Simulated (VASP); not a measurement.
# SiC (3C silicon carbide) (F-43m) in VASP: further runs

The runs below take SiC (3C silicon carbide) through single point, relaxation of cell and atoms, with LDA.

Program: VASP 6.6.1. These are calculated values, not measurements. Logs are shortened: lines on timing, memory, paths and dates and some standing lists are left out, and cuts for length are marked.

## 1. The cell of the first run

It takes space group F-43m (No. 216, cubic). Conventional cell: a = 4.329 Å, b = 4.329 Å, c = 4.329 Å, α = 90.00°, β = 90.00°, γ = 90.00°. Si (site symmetry -43m) has 4 C at 1.87 Å within 2.5 Å. C (site symmetry -43m) has 4 Si at 1.87 Å within 2.5 Å.

## 2. Single point, LDA

The input, INCAR:

```
SYSTEM = SiC
  PREC = Accurate
  ENCUT = 520
  EDIFF = 1E-6
  ISMEAR = 0
  SIGMA = 0.01
  LREAL = .False.
  LASPH = .True.
  NELM = 100
  ALGO = Normal
  ISIF = 2
  LWAVE = .False.
  LCHARG = .True.
  GGA = CA
  LELF = .True.
  LVHAR = .True.
  NBANDS = 26
```

The input, KPOINTS:

```
regular mesh
0
Gamma
  6 6 6
  0 0 0
```

The input, POSCAR:

```
SiC
1.0
    4.3290200292      0.0000000000      0.0000000000
    0.0000000000      4.3290200292      0.0000000000
    0.0000000000      0.0000000000      4.3290200292
Si C
4 4
Direct
    0.0000000000      0.0000000000      0.0000000000
    0.0000000000      0.5000000000      0.5000000000
    0.5000000000      0.0000000000      0.5000000000
    0.5000000000      0.5000000000      0.0000000000
    0.2500000000      0.2500000000      0.2500000000
    0.2500000000      0.7500000000      0.7500000000
    0.7500000000      0.2500000000      0.7500000000
    0.7500000000      0.7500000000      0.2500000000
```

Potentials or basis: VASP PAW LDA potentials, release 64 (Si, C).

Launch:

```bash
$ cat potpaw_LDA.64/Si/POTCAR potpaw_LDA.64/C/POTCAR > POTCAR
$ mpirun -np 1 vasp_std > vasp.out
```

OUTCAR:

```text
SYSTEM = SiC
   PREC = Accurate
   ENCUT = 520
   EDIFF = 1E-6
   ISMEAR = 0
   LREAL = .False.
   LASPH = .True.
   NELM = 100
   ISIF = 2
   GGA = CA

 ion  position               nearest neighbor table
   1  0.000  0.000  0.000-   5 1.87   6 1.87   7 1.87   8 1.87   3 3.06   4 3.06   2 3.06   2 3.06
                             3 3.06   2 3.06   4 3.06   2 3.06   3 3.06   4 3.06   3 3.06   4 3.06
   2  0.000  0.500  0.500-   5 1.87   6 1.87   7 1.87   8 1.87   3 3.06   4 3.06   1 3.06   1 3.06
                             4 3.06   1 3.06   3 3.06   1 3.06   3 3.06   4 3.06   4 3.06   3 3.06
   3  0.500  0.000  0.500-   5 1.87   6 1.87   7 1.87   8 1.87   2 3.06   4 3.06   1 3.06   1 3.06
                             4 3.06   2 3.06   4 3.06   4 3.06   1 3.06   2 3.06   1 3.06   2 3.06
   4  0.500  0.500  0.000-   5 1.87   6 1.87   7 1.87   8 1.87   2 3.06   3 3.06   1 3.06   2 3.06
                             3 3.06   1 3.06   3 3.06   3 3.06   1 3.06   2 3.06   2 3.06   1 3.06
   5  0.250  0.250  0.250-   1 1.87   2 1.87   3 1.87   4 1.87
   6  0.250  0.750  0.750-   1 1.87   2 1.87   3 1.87   4 1.87
   7  0.750  0.250  0.750-   1 1.87   2 1.87   3 1.87   4 1.87
   8  0.750  0.750  0.250-   1 1.87   2 1.87   3 1.87   4 1.87

  LATTYP: Found a simple cubic cell.
 ALAT       =     4.3290200292

  Lattice vectors:

 A1 = (   4.3290200292,   0.0000000000,   0.0000000000)
 A2 = (   0.0000000000,   4.3290200292,   0.0000000000)
 A3 = (   0.0000000000,   0.0000000000,   4.3290200292)

Analysis of symmetry for initial positions (statically):
=====================================================================
 Subroutine PRICEL returns following result:

  LATTYP: Found a face centered cubic cell.
 ALAT       =     4.3290200292

  Lattice vectors:

 A1 = (   2.1645100146,  -2.1645100146,   0.0000000000)
 A2 = (   2.1645100146,   0.0000000000,   2.1645100146)
 A3 = (   0.0000000000,  -2.1645100146,   2.1645100146)

   4 primitive cells build up your supercell.

 Routine SETGRP: Setting up the symmetry group for a
 simple cubic supercell.

 Subroutine GETGRP returns: Found 24 space group operations
 (whereof 24 operations were pure point group operations)
 out of a pool of 48 trial point group operations.

The static configuration has the point symmetry T_d .

Analysis of symmetry for dynamics (positions and initial velocities):
=====================================================================
 Subroutine PRICEL returns following result:

  LATTYP: Found a face centered cubic cell.
 ALAT       =     4.3290200292

  Lattice vectors:

 A1 = (   2.1645100146,  -2.1645100146,   0.0000000000)
 A2 = (   2.1645100146,   0.0000000000,   2.1645100146)
[... 114 lines left out ...]
   POTIM  = 0.5000    time-step for ionic-motion
   TEBEG  =    0.0;   TEEND  =   0.0 temperature during run
   PSTRESS=    0.0 pullay stress
   NELECT =      32.0000    total number of electrons
   NUPDOWN=      -1.0000    fix difference up-down
   EMIN   =  10.00;   EMAX   =-10.00  energy-range for DOS
   EFERMI =   0.00;   METHOD = LEGACY
   ISMEAR =     0;   SIGMA  =   0.01  broadening in eV -4-tet -1-fermi 0-gaus
   EFERMI_NEDOS =   21; number of points for ismear=-14 and -15
   IALGO  =     38    algorithm
   IMIX   =      4    mixing-type and parameters
     AMIX     =   0.40;   BMIX     =  1.00
     AMIX_MAG =   1.60;   BMIX_MAG =  1.00
  volume/ion in A,a.u.               =      10.14        68.43
  Fermi-wavevector in a.u.,A,eV,Ry     =   1.200610  2.268824 19.612308  1.441464
  Thomas-Fermi vector in A             =   2.336441
   LORBIT       =      0    0 simple, 1 ext, 2 COOP (PROOUT), +10 PAW based schemes
   GGA     = CA    functional components
   LHFCALC =     F    Hartree Fock is set to
   AEXX    =    0.0000 exact exchange contribution
   IVDW    =     0    specifies the selected vdW correction
   LEPSILON=     F    determine dielectric tensor
   LRPA    =     F    only Hartree local field effects (RPA)
 non-spin polarized calculation
 Gauss-broadening in eV      SIGMA  =   0.01
  energy-cutoff  :      520.00
  volume of cell :       81.13
 maximum number of plane-waves:      2272
   NGX = 17   NGY = 17   NGZ = 17

 number of electron      32.0000009 magnetization

 Free energy of the ion-electron system (eV)
  ---------------------------------------------------
  ext. energy  EPLUGINS =         0.00000000
  ---------------------------------------------------
  free energy    TOTEN  =       -66.57059643 eV

  energy without entropy =      -66.57059643  energy(sigma->0) =      -66.57059643

 E-fermi :   8.3369     XC(G=0): -11.6419

 val. band max:        8.2908514769   @ k =   0.0000   0.0000   0.0000
 cond. band min:       9.5784291488   @ k =   0.0000   0.0000   0.0000
 fundamental gap:      1.2875776718
 Fermi energy:         8.3368720676

 k-point     1 :       0.0000    0.0000    0.0000
  band No.  band energies     occupation
      1      -7.1820      2.00000
      2      -1.9852      2.00000
      3      -1.9852      2.00000
      4      -1.9852      2.00000
      5       0.4152      2.00000
      6       0.4152      2.00000
[... 569 lines left out ...]
     25      15.5011      0.00000
     26      15.5011      0.00000

------------------------ aborting loop because EDIFF is reached ----------------------------------------

  FORCE on cell =-STRESS in cart. coord.  units (eV):
  Direction    XX          YY          ZZ          XY          YZ          ZX
  --------------------------------------------------------------------------------------
  -------------------------------------------------------------------------------------
  Total        0.2011292      0.2011292      0.2011292     -0.0000000      0.0000000      0.0000000
  in kB        3.9720701      3.9720701      3.9720701     -0.0000000      0.0000000      0.0000000
  external PRESSURE =       3.9720701 kB  Pullay stress =       0.0000000 kB

 VOLUME and BASIS-vectors are now :
 -----------------------------------------------------------------------------
  energy-cutoff  :      520.00
  volume of cell :       81.13
      direct lattice vectors                 reciprocal lattice vectors
     4.329020029  0.000000000  0.000000000     0.230999162  0.000000000  0.000000000
     0.000000000  4.329020029  0.000000000     0.000000000  0.230999162  0.000000000
     0.000000000  0.000000000  4.329020029     0.000000000  0.000000000  0.230999162

 POSITION                                       TOTAL-FORCE (eV/Angst)
 -----------------------------------------------------------------------------------
      0.00000      0.00000      0.00000         0.000000      0.000000      0.000000
      0.00000      2.16451      2.16451         0.000000      0.000000      0.000000
      2.16451      0.00000      2.16451         0.000000      0.000000      0.000000
      2.16451      2.16451      0.00000        -0.000000      0.000000      0.000000
      1.08226      1.08226      1.08226         0.000000     -0.000000     -0.000000
      1.08226      3.24677      3.24677         0.000000      0.000000      0.000000
      3.24677      1.08226      3.24677        -0.000000     -0.000000     -0.000000
      3.24677      3.24677      1.08226        -0.000000     -0.000000     -0.000000
 -----------------------------------------------------------------------------------
    total drift:                                0.000000      0.000000      0.000000

  FREE ENERGIE OF THE ION-ELECTRON SYSTEM (eV)
  ---------------------------------------------------
  free  energy   TOTEN  =       -66.5705964300 eV

  energy  without entropy=      -66.5705964300  energy(sigma->0) =      -66.57059643
```

Wall time 23 s (1 thread of AMD EPYC 7R13 (Zen 3), shared host); peak memory 0.13 GiB.

What came out:

* Free energy: -66.5706 eV
* Pressure: 0.4 GPa
* Band gap on the k mesh: 1.29 eV

Levels at points of the mesh, in eV from the valence-band top:
```tsv
k point	band 13	band 14	band 15	band 16	band 17	band 18	band 19	band 20
(0.00, 0.00, 0.00)	-3.23	0.00	0.00	0.00	1.29	1.29	1.29	4.26
(0.50, 0.00, 0.00)	-1.96	-1.96	-1.96	-1.96	4.03	4.03	5.16	5.16
(0.50, 0.50, 0.00)	-1.19	-1.19	-1.19	-1.19	5.50	5.50	5.50	5.50
(0.50, 0.50, 0.50)	-1.06	-1.06	-1.06	-1.06	5.57	5.57	5.57	5.57
```

## 3. Relaxation of cell and atoms, LDA

This run uses another cell than the first one, of 10.36 Å³/atom, 1.022 times its volume.

The input, INCAR:

```
PREC     = Accurate       # precision mode
ENCUT    = 600            # plane-wave cutoff, eV
EDIFF    = 1E-6           # SCF threshold, eV
ISMEAR   = 0              # smearing method
SIGMA    = 0.01           # smearing width, eV
LREAL    = F              # projectors in reciprocal space
LASPH    = T              # aspherical terms in the spheres
NELM     = 100            # most SCF steps
ALGO     = Normal         # electronic algorithm
ISIF     = 3              # what is computed and relaxed
LWAVE    = F              # write WAVECAR
LCHARG   = F              # write CHGCAR
GGA      = CA             # functional
IBRION   = 2              # ionic algorithm
NSW      = 80             # ionic steps
EDIFFG   = -0.002         # ionic threshold
```

The input, KPOINTS:

```
regular mesh
0
Gamma
  6 6 6
```

Edit POSCAR of step 2 so:

```diff
@@ -2,5 +2,5 @@
 1.0
-    4.3290200292      0.0000000000      0.0000000000
-    0.0000000000      4.3290200292      0.0000000000
-    0.0000000000      0.0000000000      4.3290200292
+    4.3600000000      0.0000000000      0.0000000000
+    0.0000000000      4.3600000000      0.0000000000
+    0.0000000000      0.0000000000      4.3600000000
 Si C
```

Potentials or basis: VASP PAW LDA potentials, release 64 (Si, C).

Launch:

```bash
$ cat potpaw_LDA.64/Si/POTCAR potpaw_LDA.64/C/POTCAR > POTCAR
$ mpirun -np 1 vasp_std > vasp.out
```

Run time: 61 s. Hardware: 1 thread of AMD EPYC 7R13 (Zen 3), shared host; peak memory 0.16 GiB.

It converged, with:

```yaml
Free_energy: -66.5814 eV
Relaxed_volume: 10.15 Å³/atom
Relaxed_cell: a = 4.331 Å, b = 4.331 Å, c = 4.331 Å, α = 90.00°, β = 90.00°, γ = 90.00°
Space_group_after_relaxing_to_0.05_Å: F-43m (No. 216)
Energy_gained_by_relaxing: 3.0 meV/atom
Ionic_steps: 3
Pressure_after_relaxing: 0.0 GPa
Band_gap_on_the_k_mesh: 1.29 eV
```

The path:
| step | energy change (eV) | largest force (eV/Å) | pressure (GPa) | volume (Å³) |
| --- | --- | --- | --- | --- |
| 1 | 0.0000 | 0.0000 | -4.48 | 82.88 |
| 2 | 0.0042 | 0.0000 | 5.21 | 79.45 |
| 3 | -0.0238 | 0.0000 | -0.02 | 81.22 |

Final structure:
```
CELL_PARAMETERS angstrom
4.33058 0.00000 0.00000
0.00000 4.33058 0.00000
0.00000 0.00000 4.33058
ATOMIC_POSITIONS crystal
Si 0.00000 0.00000 0.00000
Si 0.00000 0.50000 0.50000
Si 0.50000 0.00000 0.50000
Si 0.50000 0.50000 0.00000
C 0.25000 0.25000 0.25000
C 0.25000 0.75000 0.75000
C 0.75000 0.25000 0.75000
C 0.75000 0.75000 0.25000
```

Levels at points of the mesh, in eV from the valence-band top:
| k point | band 12 | band 13 | band 14 | band 15 | band 16 | band 17 | band 18 | band 19 | band 20 | band 21 |
| --- | --- | --- | --- | --- | --- | --- | --- | --- | --- | --- |
| (0.00, 0.00, 0.00) | -3.23 | -3.23 | 0.00 | 0.00 | 0.00 | 1.29 | 1.29 | 1.29 | 4.26 | 4.26 |
| (0.50, 0.00, 0.00) | -3.29 | -1.96 | -1.96 | -1.96 | -1.96 | 4.03 | 4.03 | 5.16 | 5.16 | 6.33 |
| (0.50, 0.50, 0.00) | -4.41 | -1.19 | -1.19 | -1.19 | -1.19 | 5.50 | 5.50 | 5.50 | 5.50 | 8.84 |
| (0.50, 0.50, 0.50) | -1.06 | -1.06 | -1.06 | -1.06 | -1.06 | 5.56 | 5.56 | 5.56 | 5.56 | 7.21 |

A k mesh can miss the band edges.
